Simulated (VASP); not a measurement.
Input of a VASP 6.6.1 run:

Contents of INCAR:

```
ALGO = Fast
EDIFF = 1E-6
ENCUT = 520
GGA = PS
ISIF = 2
ISMEAR = 0
LASPH = True
LCHARG = True
LELF = True
LREAL = False
LVHAR = True
LWAVE = False
NBANDS = 96
NELM = 60
PREC = Accurate
SIGMA = 0.05
```

KPOINTS

```
k-points
0
Gamma
  1 1 20
```

POSCAR

```
W
1.0
   16.7000000000      0.0000000000      0.0000000000
    0.0000000000     18.2000000000      0.0000000000
    0.0000000000      0.0000000000      2.6452043582
W
12
Direct
    0.3479400278      0.3773411303      0.0364956205
    0.3479400278      0.6226588697      0.0364956205
    0.2784083529      0.5000000000      0.5983900042
    0.5783593599      0.5000000000      0.0085981116
    0.5019491821      0.3737267520      0.6633381994
    0.5019491821      0.6262732480      0.6633381994
    0.7255169184      0.5000000000      0.6335274317
    0.4194854584      0.2675565013      0.3515251439
    0.4234102902      0.5000000000      0.3459101551
    0.4194854584      0.7324434987      0.3515251439
    0.6506666746      0.3842417753      0.3220948515
    0.6506666746      0.6157582247      0.3220948515
```

Potentials or basis: VASP PAW PBE potentials, release 64 (W_sv).

The run is started by

```console
$ cat potpaw_PBE.64/W_sv/POTCAR > POTCAR
$ mpirun -np 1 vasp_std > vasp.out
```

**Question.** Predict the band gap on the k mesh.

**Answer.** Zero (bands 84 and 85 overlap by 1.27 eV).

**Question.** Predict the largest force.

**Answer.** 0.106 eV/Å.

Forces on the atoms (eV/Å):
```
W   -0.056  0.019 -0.016
W   -0.056 -0.019 -0.016
W   -0.072  0.000  0.011
W   -0.015  0.000  0.001
W    0.021  0.016  0.013
W    0.021 -0.016  0.013
W    0.059  0.000  0.011
W   -0.001 -0.106  0.003
W    0.035  0.000 -0.015
W   -0.001  0.106  0.003
W    0.032 -0.069 -0.005
W    0.032  0.069 -0.005
```

Caveat: the PAW data sets were made with another functional, which shifts forces and pressure a little; spin-orbit coupling is left out, which moves the levels of the heavy elements.
